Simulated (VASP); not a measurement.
# W (Im-3m) in VASP: a series of runs

Runs on W. Level: PBE. Tasks: relaxation of cell and atoms.

Program: VASP 6.6.1. These are calculated values, not measurements. Logs are shortened: lines on timing, memory, paths and dates and some standing lists are left out, and cuts for length are marked.

## Step 1: The cell of the first run

It takes space group Im-3m (No. 229, cubic). Conventional cell: a = 3.165 Å, b = 3.165 Å, c = 3.165 Å, α = 90.00°, β = 90.00°, γ = 90.00°. W (site symmetry m-3m) has 14 W at 2.74 to 3.16 Å within 3.6 Å.

## Step 2: Relaxation of cell and atoms, PBE, target pressure 2 GPa, at which the enthalpy is minimised

The input, INCAR:

```
SYSTEM = W
  ALGO = Normal
  EDIFF = 1E-6
  EDIFFG = -0.01
  ENCUT = 600
  GGA = PE
  IBRION = 2
  ISIF = 3
  ISMEAR = -1
  LASPH = .True.
  LCHARG = .False.
  LREAL = .False.
  LWAVE = .False.
  NELM = 100
  NSW = 60
  PREC = Accurate
  PSTRESS = 20.0
  SIGMA = 0.05
```

The input, KPOINTS:

```
k-points
0
Gamma
  12 12 12
  0 0 0
```

The input, POSCAR:

```
W
1.0
   -1.5823450000      1.5823450000      1.5823450000
    1.5823450000     -1.5823450000      1.5823450000
    1.5823450000      1.5823450000     -1.5823450000
W
1
Direct
    0.0000000000      0.0000000000      0.0000000000
```

Potentials or basis: VASP PAW PBE potentials, release 64 (W_sv).

On the command line:

```console
$ cat potpaw_PBE.64/W_sv/POTCAR > POTCAR
$ mpirun -np 1 vasp_std > vasp.out
```

OUTCAR:

```text
SYSTEM = W
   EDIFF = 1E-6
   EDIFFG = -0.01
   ENCUT = 600
   GGA = PE
   IBRION = 2
   ISIF = 3
   ISMEAR = -1
   LASPH = .True.
   LREAL = .False.
   NELM = 100
   NSW = 60
   PREC = Accurate
   PSTRESS = 20.0

 ion  position               nearest neighbor table
   1  0.000  0.000  0.000-

  LATTYP: Found a body centered cubic cell.
 ALAT       =     3.1646900000

  Lattice vectors:

 A1 = (  -1.5823450000,   1.5823450000,   1.5823450000)
 A2 = (   1.5823450000,  -1.5823450000,   1.5823450000)
 A3 = (   1.5823450000,   1.5823450000,  -1.5823450000)

Analysis of symmetry for initial positions (statically):
=====================================================================
 Subroutine PRICEL returns:
 Original cell was already a primitive cell.

 Routine SETGRP: Setting up the symmetry group for a
 body centered cubic supercell.

 Subroutine GETGRP returns: Found 48 space group operations
 (whereof 48 operations were pure point group operations)
 out of a pool of 48 trial point group operations.

The static configuration has the point symmetry O_h .

Analysis of symmetry for dynamics (positions and initial velocities):
=====================================================================
 Subroutine PRICEL returns:
 Original cell was already a primitive cell.

 Routine SETGRP: Setting up the symmetry group for a
 body centered cubic supercell.

 Subroutine GETGRP returns: Found 48 space group operations
 (whereof 48 operations were pure point group operations)
 out of a pool of 48 trial point group operations.

The dynamic configuration has the point symmetry O_h .

 Subroutine INISYM returns: Found 48 space group operations
 (whereof 48 operations are pure point group operations),
 and found     1 'primitive' translations

----------------------------------------------------------------------------------------

                                     Primitive cell

  volume of cell :      15.8476

  direct lattice vectors                    reciprocal lattice vectors
    -1.582345000  1.582345000  1.582345000     0.000000000  0.315986716  0.315986716
     1.582345000 -1.582345000  1.582345000     0.315986716  0.000000000  0.315986716
     1.582345000  1.582345000 -1.582345000     0.315986716  0.315986716  0.000000000

  length of vectors
     2.740701935  2.740701935  2.740701935     0.446872699  0.446872699  0.446872699

  position of ions in fractional coordinates (direct lattice)
     0.000000000  0.000000000  0.000000000

  ion indices of the primitive-cell ions
   primitive index   ion index
                 1           1

----------------------------------------------------------------------------------------

 KPOINTS: k-points

Automatic generation of k-mesh.
 Grid dimensions read from file:
 generate k-points for:   12   12   12

 Generating k-lattice:

  Cartesian coordinates                     Fractional coordinates (reciprocal lattice)
     0.000000000  0.026332226  0.026332226     0.083333333  0.000000000  0.000000000
     0.026332226  0.000000000  0.026332226     0.000000000  0.083333333  0.000000000
     0.026332226  0.026332226  0.000000000     0.000000000  0.000000000  0.083333333

  Length of vectors
     0.037239392  0.037239392  0.037239392

  Shift w.r.t. Gamma in fractional coordinates (k-lattice)
     0.000000000  0.000000000  0.000000000

 Subroutine IBZKPT returns following result:
 ===========================================

 Found     72 irreducible k-points:

 Following reciprocal coordinates:
            Coordinates               Weight
  0.000000  0.000000  0.000000      1.000000
  0.083333  0.000000  0.000000     12.000000
  0.166667  0.000000  0.000000     12.000000
  0.250000  0.000000  0.000000     12.000000
  0.333333  0.000000  0.000000     12.000000
  0.416667  0.000000  0.000000     12.000000
[... 16 lines left out ...]
  0.333333  0.083333  0.083333     24.000000
  0.416667  0.083333  0.083333     12.000000
 [... further k-points ...]
   k-points           NKPTS =     72   k-points in BZ     NKDIM =     72   number of bands    NBANDS=     11
   number of dos      NEDOS =    301   number of ions     NIONS =      1
   total plane-waves  NPLWV =  13824
   dimension x,y,z NGX =    24 NGY =   24 NGZ =   24
   dimension x,y,z NGXF=    48 NGYF=   48 NGZF=   48
   ions per type =               1
   NGX,Y,Z   is equivalent  to a cutoff of  14.56, 14.56, 14.56 a.u.
   NGXF,Y,Z  is equivalent  to a cutoff of  29.12, 29.12, 29.12 a.u.
 SYSTEM =  W
   PREC   = accura    normal or accurate (medium, high low for compatibility)
   ISTART =      0    job   : 0-new  1-cont  2-samecut
   ICHARG =      2    charge: 1-file 2-atom 10-const
   ISPIN  =      1    spin polarized calculation?
   LNONCOLLINEAR =      F non collinear calculations
   LSORBIT =      F    spin-orbit coupling
   LASPH  =      T    aspherical Exc in radial PAW
   ENCUT  =  600.0 eV  44.10 Ry    6.64 a.u.   5.47  5.47  5.47*2*pi/ulx,y,z
   NELM   =    100;   NELMIN=  2; NELMDL= -5     # of ELM steps
   EDIFF  = 0.1E-05   stopping-criterion for ELM
   LREAL  =      F    real-space projection
   EDIFFG = -.1E-01   stopping-criterion for IOM
   NSW    =     60    number of steps for IOM
   IBRION =      2    ionic relax: 0-MD 1-quasi-New 2-CG
   NFREE  =      1    steps in history (QN), initial steepest desc. (CG)
   ISIF   =      3    stress and relaxation
   ISYM   =      2    0-nonsym 1-usesym 2-fastsym
   POTIM  = 0.5000    time-step for ionic-motion
   TEBEG  =    0.0;   TEEND  =   0.0 temperature during run
   PSTRESS=   20.0 pullay stress
   NELECT =      14.0000    total number of electrons
   NUPDOWN=      -1.0000    fix difference up-down
   EMIN   =  10.00;   EMAX   =-10.00  energy-range for DOS
   EFERMI =   0.00;   METHOD = LEGACY
   ISMEAR =    -1;   SIGMA  =   0.05  broadening in eV -4-tet -1-fermi 0-gaus
   EFERMI_NEDOS =   21; number of points for ismear=-14 and -15
   IALGO  =     38    algorithm
   IMIX   =      4    mixing-type and parameters
     AMIX     =   0.40;   BMIX     =  1.00
     AMIX_MAG =   1.60;   BMIX_MAG =  1.00
  volume/ion in A,a.u.               =      15.85       106.94
  Fermi-wavevector in a.u.,A,eV,Ry     =   1.570832  2.968442 33.572544  2.467512
  Thomas-Fermi vector in A             =   2.672506
   LORBIT       =      0    0 simple, 1 ext, 2 COOP (PROOUT), +10 PAW based schemes
   GGA     = PE    functional components
   LHFCALC =     F    Hartree Fock is set to
   AEXX    =    0.0000 exact exchange contribution
   IVDW    =     0    specifies the selected vdW correction
   LEPSILON=     F    determine dielectric tensor
   LRPA    =     F    only Hartree local field effects (RPA)
 conjugate gradient relaxation of ions
 non-spin polarized calculation
  energy-cutoff  :      600.00
  volume of cell :       15.85
 maximum number of plane-waves:       543
 NGX is ok and might be reduce to    24
   NGX = 11   NGY = 11   NGZ = 11

--------------------------------------- Ionic step        1  -------------------------------------------

 number of electron      14.0000002 magnetization

 Free energy of the ion-electron system (eV)
  ---------------------------------------------------
  ext. energy  EPLUGINS =         0.00000000
  ---------------------------------------------------
  free energy    TOTEN  =       -12.95096390 eV

  energy without entropy =      -12.94615908  energy(sigma->0) =      -12.94856149

------------------------ aborting loop because EDIFF is reached ----------------------------------------

  FORCE on cell =-STRESS in cart. coord.  units (eV):
  Direction    XX          YY          ZZ          XY          YZ          ZX
  --------------------------------------------------------------------------------------
  -------------------------------------------------------------------------------------
  Total        0.6413883      0.6413883      0.6413883      0.0000000      0.0000000      0.0000000
  in kB       64.8437439     64.8437439     64.8437439      0.0000000      0.0000000      0.0000000
  external PRESSURE =      44.8437439 kB  Pullay stress =      20.0000000 kB
[... 59 lines left out ...]
  enthalpy is  TOTEN    =       -12.7191973070 eV   P V=        0.2107991022

--------------------------------------- Ionic step        3  -------------------------------------------

 number of electron      14.0000002 magnetization

 Free energy of the ion-electron system (eV)
  ---------------------------------------------------
  ext. energy  EPLUGINS =         0.00000000
  ---------------------------------------------------
  free energy    TOTEN  =       -12.95691377 eV

  energy without entropy =      -12.95237857  energy(sigma->0) =      -12.95464617

 E-fermi :  11.1409     XC(G=0): -13.5621

 val. band max:       11.1209675130   @ k =  -0.2500   0.3333   0.1667
 cond. band min:      11.1679204599   @ k =  -0.1667   0.1667   0.0833
 fundamental gap:      0.0469529469
 Fermi energy:        11.1409339525

 k-point     1 :       0.0000    0.0000    0.0000
  band No.  band energies     occupation
      1     -62.9689      2.00000
      2     -26.5504      2.00000
      3     -26.5504      2.00000
      4     -26.5504      2.00000
      5       1.6822      2.00000
      6      10.0322      2.00000
      7      10.0322      2.00000
      8      10.0322      2.00000
      9      13.4659      0.00000
     10      13.4659      0.00000
     11      25.7263      0.00000
[... 309 lines left out ...]
 k-point    24 :       0.4167    0.0833    0.0833
  band No.  band energies     occupation
      1     -62.8407      2.00000
      2     -27.6979      2.00000
      3     -27.0070      2.00000
      4     -26.6391      2.00000
      5       5.7074      2.00000
      6       7.6940      2.00000
      7      10.9348      1.96813
      8      13.5947      0.00000
      9      14.3520      0.00000
     10      18.5238      0.00000
     11      20.9755      0.00000

 [... further k-points ...]

------------------------ aborting loop because EDIFF is reached ----------------------------------------

  FORCE on cell =-STRESS in cart. coord.  units (eV):
  Direction    XX          YY          ZZ          XY          YZ          ZX
  --------------------------------------------------------------------------------------
  -------------------------------------------------------------------------------------
  Total        0.1930031      0.1930031      0.1930031      0.0000000      0.0000000      0.0000000
  in kB       19.2346862     19.2346862     19.2346862      0.0000000      0.0000000      0.0000000
  external PRESSURE =      -0.7653138 kB  Pullay stress =      20.0000000 kB
[... 16 lines left out ...]
  FREE ENERGIE OF THE ION-ELECTRON SYSTEM (eV)
  ---------------------------------------------------
  free  energy   TOTEN  =       -12.9569137678 eV

  energy  without entropy=      -12.9523785742  energy(sigma->0) =      -12.95464617

  enthalpy is  TOTEN    =       -12.7562314407 eV   P V=        0.2006823272

 reached required accuracy - stopping structural energy minimisation
```

Wall time 18 s (1 thread of Intel Xeon Platinum 8259CL at 2.50GHz (Skylake/Cascade Lake), shared host); peak memory 0.16 GiB.

Results:

```
Free energy                                                : -12.9569 eV
Relaxed volume                                             : 16.08 Å³/atom
Relaxed cell                                               : a = 2.754 Å, b = 2.754 Å, c = 2.754 Å, α = 109.47°, β = 109.47°, γ = 109.47°
Space group after relaxing (to 0.1 Å)                      : Im-3m (No. 229)
Energy change on relaxing (the run minimises the enthalpy) : -5.9 meV/atom
Ionic steps                                                : 3
Pressure after relaxing                                    : 1.9 GPa
Band gap on the k mesh                                     : zero (bands 7 and 8 overlap by 6.27 eV)
```

Step by step:
```tsv
step	energy change (eV)	largest force (eV/Å)	pressure (GPa)	volume (Å³)
1	0.0000	0.0000	6.48	15.85
2	0.0210	0.0000	-11.98	16.89
3	-0.0059	0.0000	1.92	16.08
```

Final structure:
```xyz
1
Lattice="-1.5899 1.5899 1.5899 1.5899 -1.5899 1.5899 1.5899 1.5899 -1.5899" Properties=species:S:1:pos:R:3 pbc="T T T"
W     0.0000    0.0000    0.0000
```

Caveat: the cell is relaxed towards a set pressure, so the run minimises the enthalpy, not the energy; spin-orbit coupling is left out, which moves the levels of the heavy elements.

## Step 3: Relaxation of cell and atoms, PBE, target pressure 5 GPa, at which the enthalpy is minimised

The input, INCAR:

```
SYSTEM = W
PREC = Accurate
ENCUT = 600
EDIFF = 1E-6
ISMEAR = -1
SIGMA = 0.05
LREAL = .False.
LASPH = .True.
NELM = 60
ALGO = Normal
ISIF = 3
LWAVE = .False.
LCHARG = .False.
GGA = PE
IBRION = 2
NSW = 60
EDIFFG = -0.01
PSTRESS = 50.0
```

The input, KPOINTS:

```
regular mesh
0
Gamma
  12 12 12
  0 0 0
```

POSCAR is that of step 2.

Potentials or basis: VASP PAW PBE potentials, release 64 (W_sv).

On the command line:

```console
$ cat potpaw_PBE.64/W_sv/POTCAR > POTCAR
$ mpirun -np 1 vasp_std > vasp.out
```

OUTCAR:

```text
SYSTEM = W
   PREC = Accurate
   ENCUT = 600
   EDIFF = 1E-6
   ISMEAR = -1
   LREAL = .False.
   LASPH = .True.
   NELM = 60
   ISIF = 3
   GGA = PE
   IBRION = 2
   NSW = 60
   EDIFFG = -0.01
   PSTRESS = 50.0

 ion  position               nearest neighbor table
   1  0.000  0.000  0.000-

  LATTYP: Found a body centered cubic cell.
 ALAT       =     3.1646900000

  Lattice vectors:

 A1 = (  -1.5823450000,   1.5823450000,   1.5823450000)
 A2 = (   1.5823450000,  -1.5823450000,   1.5823450000)
 A3 = (   1.5823450000,   1.5823450000,  -1.5823450000)

Analysis of symmetry for initial positions (statically):
=====================================================================
[... 259 lines left out ...]
 fundamental gap:      0.0491336222
 Fermi energy:        11.2879818397

 k-point     1 :       0.0000    0.0000    0.0000
  band No.  band energies     occupation
      1     -62.8134      2.00000
      2     -26.3811      2.00000
      3     -26.3811      2.00000
      4     -26.3811      2.00000
      5       1.7682      2.00000
      6      10.1574      2.00000
      7      10.1574      2.00000
      8      10.1574      2.00000
      9      13.6303      0.00000
     10      13.6303      0.00000
     11      25.8888      0.00000
[... 309 lines left out ...]
 k-point    24 :       0.4167    0.0833    0.0833
  band No.  band energies     occupation
      1     -62.6795      2.00000
      2     -27.5666      2.00000
      3     -26.8524      2.00000
      4     -26.4733      2.00000
      5       5.7934      2.00000
      6       7.7901      2.00000
      7      11.0954      1.95842
      8      13.7679      0.00000
      9      14.5353      0.00000
     10      18.7617      0.00000
     11      21.2514      0.00000

 [... further k-points ...]

------------------------ aborting loop because EDIFF is reached ----------------------------------------

  FORCE on cell =-STRESS in cart. coord.  units (eV):
  Direction    XX          YY          ZZ          XY          YZ          ZX
  --------------------------------------------------------------------------------------
  -------------------------------------------------------------------------------------
  Total        0.4961595      0.4961595      0.4961595      0.0000000      0.0000000     -0.0000000
  in kB       49.9319268     49.9319268     49.9319268      0.0000000      0.0000000     -0.0000000
  external PRESSURE =      -0.0680732 kB  Pullay stress =      50.0000000 kB
[... 20 lines left out ...]
  energy  without entropy=      -12.9488451193  energy(sigma->0) =      -12.95120671

  enthalpy is  TOTEN    =       -12.4567323807 eV   P V=        0.4968359210

 reached required accuracy - stopping structural energy minimisation
```

OSZICAR:

```text
N       E                     dE             d eps       ncg     rms          rms(c)
DAV:   1     0.836208200348E+02    0.83621E+02   -0.86083E+03  1592   0.159E+03
DAV:   2    -0.119023637234E+02   -0.95523E+02   -0.92077E+02  1710   0.358E+02
[... 20 lines left out ...]
DAV:   1    -0.129904124489E+02   -0.32913E-01   -0.85120E-01  1623   0.146E+01    0.251E+00
DAV:   2    -0.129586912242E+02    0.31721E-01   -0.46300E-02  1614   0.297E+00    0.555E-01
DAV:   3    -0.129534638253E+02    0.52274E-02   -0.14506E-02  1644   0.160E+00    0.445E-01
DAV:   4    -0.129535837238E+02   -0.11990E-03   -0.33243E-04  1623   0.247E-01    0.590E-02
DAV:   5    -0.129535692864E+02    0.14437E-04   -0.64465E-05  1674   0.106E-01    0.289E-03
DAV:   6    -0.129535683016E+02    0.98476E-06   -0.57800E-07  1016   0.121E-02
   3 F= -.12456732E+02 E0= -.12454371E+02  d E =-.332994E-03
```

CONTCAR:

```text
W
   1.00000000000000
    -1.5847637361624674    1.5847637361624674    1.5847637361624674
     1.5847637361624674   -1.5847637361624674    1.5847637361624674
     1.5847637361624674    1.5847637361624674   -1.5847637361624674
  W
     1
Direct
     0.0000000000000000    0.0000000000000000    0.0000000000000000

  0.00000000E+00  0.00000000E+00  0.00000000E+00
```

Run time: 17 s. Hardware: 1 thread of Intel Xeon Platinum 8259CL at 2.50GHz (Skylake/Cascade Lake), shared host; peak memory 0.15 GiB.

Results:

* Free energy: -12.9536 eV
* Relaxed volume: 15.92 Å³/atom
* Relaxed cell: a = 2.745 Å, b = 2.745 Å, c = 2.745 Å, α = 109.47°, β = 109.47°, γ = 109.47°
* Space group after relaxing (to 0.1 Å): Im-3m (No. 229)
* Energy change on relaxing (the run minimises the enthalpy): -2.6 meV/atom
* Ionic steps: 3
* Pressure after relaxing: 5.0 GPa
* Band gap on the k mesh: zero (bands 7 and 8 overlap by 6.36 eV)

The path:
| step | energy change (eV) | largest force (eV/Å) | pressure (GPa) | volume (Å³) |
| --- | --- | --- | --- | --- |
| 1 | 0.0000 | 0.0000 | 6.48 | 15.85 |
| 2 | -0.0065 | 0.0000 | -0.18 | 16.19 |
| 3 | -0.0026 | 0.0000 | 4.99 | 15.92 |

Final structure:
```yaml
crystal:
  lattice:
    - [-1.58476, 1.58476, 1.58476]
    - [1.58476, -1.58476, 1.58476]
    - [1.58476, 1.58476, -1.58476]
  atoms:
    - { symbol: W, position: [0.00000, 0.00000, 0.00000] }
```

Levels at points of the mesh, in eV from the Fermi level:
```csv
k point,band 3,band 4,band 5,band 6,band 7,band 8,band 9,band 10,band 11
"(0.00, 0.00, 0.00)",-37.67,-37.67,-9.52,-1.13,-1.13,-1.13,2.34,2.34,14.60
"(0.50, 0.00, 0.00)",-38.08,-37.68,-6.16,-3.46,0.76,2.23,3.21,6.20,11.57
"(0.50, 0.50, 0.50)",-38.56,-38.56,-5.71,-5.71,5.23,5.23,5.23,8.30,8.30
```

Caveat: the cell is relaxed towards a set pressure, so the run minimises the enthalpy, not the energy; spin-orbit coupling is left out, which moves the levels of the heavy elements. Zero-point motion and thermal expansion aren't in these numbers.

(Part 1 of 2 ends here.)
